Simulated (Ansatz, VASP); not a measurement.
**Yb in VASP and in Ansatz**

File INCAR:

```
  PREC = Accurate
  ENCUT = 520
  EDIFF = 1E-6
  ISMEAR = -1
  SIGMA = 0.1
  LREAL = F
  LASPH = T
  NELM = 80
  ALGO = Normal
  ISIF = 2
  LWAVE = F
  LCHARG = F
  GGA = RE
  NBANDS = 18
```

The input KPOINTS:

```
Automatic mesh
0
Gamma
  12 12 12
```

The input POSCAR:

```
Yb
1.0
   -2.1514617268      2.1514617268      2.1514617268
    2.1514617268     -2.1514617268      2.1514617268
    2.1514617268      2.1514617268     -2.1514617268
Yb
1
Direct
    0.0000000000      0.0000000000      0.0000000000
```

Input for Ansatz:

```yaml
crystal:
  lattice:
    - [-2.1514617268, 2.1514617268, 2.1514617268]
    - [2.1514617268, -2.1514617268, 2.1514617268]
    - [2.1514617268, 2.1514617268, -2.1514617268]
  atoms:
    - { symbol: Yb, position: [0.0, 0.0, 0.0] }
hamiltonian:
  xc: revpbe
  pseudopotentials:
    kind: paw
    azcp:
      Yb: "pseudopotentials/Yb.paw.azcp"
basis:
  ecutwfc: 420
  fft_grid_basis: typed
kpoints:
  mp_grid: { grid: [12, 12, 12], shift: [0, 0, 0] }
magnetization:
  spin_polarized: false
scf:
  occupations: { method: fermi_dirac, width: 0.1 }
  lower_state_search: "off"
output:
  stress: true
```

Alike in both runs: task single point; functional revPBE; k mesh 12 × 12 × 12; occupations fermi-dirac, width 0.1 eV; no spin polarisation.

|  | VASP | Ansatz |
| --- | --- | --- |
| version | VASP 6.6.1 | Ansatz 0.2.0 |
| potentials or method | VASP PAW PBE potentials, release 64 (Yb), cutoff 520 eV | plane waves (420 eV) with PAW, scalar-relativistic |
| valence electrons in the cell | 24 | 24 |

```tsv
	VASP	Ansatz	Ansatz less VASP
pressure (GPa)	-3.2	-1.1	+2.06
```

VASP's potentials were made for PBE, not for revPBE. With one functional, cell and mesh, what is left measures potentials, basis and numerics.

Spin-orbit coupling is off throughout.
